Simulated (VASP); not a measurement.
## BaBr: relaxation of cell and atoms with PBE

BaBr:

```
Ba Br
1.0
     3.32045    0.00000    0.00000
     0.00000    4.27333    0.00000
     0.00000    0.00000    4.98298
Ba Br
1 1
Direct
  0.00000 0.50000 0.00000
  0.50000 0.00000 0.00000
```

```yaml
Program: VASP 6.6.1
Task: relaxation of cell and atoms
Functional: PBE
Potentials_or_basis: VASP PAW PBE potentials, release 64 (Ba_sv, Br)
Cutoff: 600 eV
k_mesh: 6 × 4 × 4
Occupations: gaussian, width 0.1 eV
Spin: no spin polarisation
Dipole_correction: no
Further_INCAR_settings: ALGO = Normal; EDIFF = 1e-07; IBRION = 2; EDIFFG = -0.04; NSW = 90; ISIF = 3
```

The relaxed volume is 50.50 Å³/atom and the relaxed cell is a = 4.533 Å, b = 4.794 Å, c = 4.648 Å, α = 90.00°, β = 90.00°, γ = 90.00°. The space group after relaxing (to 0.05 Å) is Pmmm (No. 47), the energy gained by relaxing is 1556.5 meV/atom and the ionic steps are 10. The pressure after relaxing is 0.0 GPa.

Stress tensor (GPa, compression positive):
```
 0.06  0.00  0.00
 0.00  0.04  0.00
 0.00  0.00 -0.12
```

Step by step:
| step | energy change (eV) | largest force (eV/Å) | pressure (GPa) | volume (Å³) |
| --- | --- | --- | --- | --- |
| 1 | 0.0000 | 0.0000 | 29.78 | 70.71 |
| 2 | -2.1871 | 0.0000 | -2.56 | 153.45 |
| 3 | -3.0265 | 0.0000 | -0.11 | 105.92 |
| 4 | -3.0609 | 0.0000 | -0.14 | 105.60 |
| 5 | -3.1000 | 0.0000 | -0.16 | 104.54 |
| 6 | -3.1074 | 0.0000 | -0.16 | 103.88 |
| 7 | -3.1121 | 0.0000 | -0.21 | 102.28 |
| 8 | -3.1120 | 0.0000 | -0.20 | 102.40 |
| 9 | -3.1128 | 0.0000 | 0.05 | 100.61 |
| 10 | -3.1129 | 0.0000 | -0.01 | 100.99 |

Final structure:
```yaml
crystal:
  lattice:
    - [4.53266, 0.00000, 0.00000]
    - [0.00000, 4.79364, 0.00000]
    - [0.00000, 0.00000, 4.64795]
  atoms:
    - { symbol: Ba, position: [0.00000, 0.50000, 0.00000] }
    - { symbol: Br, position: [0.50000, 0.00000, 0.00000] }
```

Levels at points of the mesh, in eV from the Fermi level:
| k point | band 4 | band 5 | band 6 | band 7 | band 8 | band 9 | band 10 | band 11 | band 12 |
| --- | --- | --- | --- | --- | --- | --- | --- | --- | --- |
| (0.00, 0.00, 0.00) | -14.84 | -14.75 | -4.95 | -4.86 | -4.54 | -1.50 | -0.60 | 0.99 | 1.69 |
| (0.50, 0.00, 0.00) | -14.72 | -14.61 | -6.04 | -5.66 | -4.59 | -0.36 | 1.32 | 2.38 | 2.92 |
| (0.00, 0.50, 0.00) | -14.73 | -14.54 | -6.00 | -5.45 | -4.62 | -0.54 | 1.34 | 1.67 | 2.63 |
| (0.50, 0.50, 0.00) | -15.04 | -14.71 | -5.17 | -5.08 | -4.46 | 0.04 | 1.50 | 1.69 | 1.97 |
| (0.00, 0.00, 0.50) | -14.89 | -14.82 | -5.15 | -4.89 | -4.82 | -0.34 | 1.00 | 1.27 | 1.50 |
| (0.50, 0.00, 0.50) | -14.83 | -14.59 | -5.93 | -5.61 | -5.17 | 0.76 | 1.33 | 1.82 | 2.65 |
| (0.00, 0.50, 0.50) | -14.78 | -14.53 | -5.88 | -5.40 | -5.22 | 1.07 | 1.10 | 1.83 | 2.02 |
| (0.50, 0.50, 0.50) | -15.02 | -14.86 | -5.09 | -5.00 | -4.95 | -0.34 | -0.12 | 2.30 | 2.91 |

It took 4.4 min on 1 thread of Intel(R) Xeon(R) Platinum 8259CL CPU @ 2.50GHz (Skylake/Cascade Lake), with other jobs on the host, peak memory 0.22 GiB.

Caveat: the k points lie up to 0.34 Å⁻¹ apart in the final cell; the volume moved by over 15 % at a fixed basis, so the end points are rough; spin-orbit coupling is left out, which moves the levels of the heavy elements; an odd number of electrons without spin polarisation forces a metal; a magnetic or distorted state may lie lower.
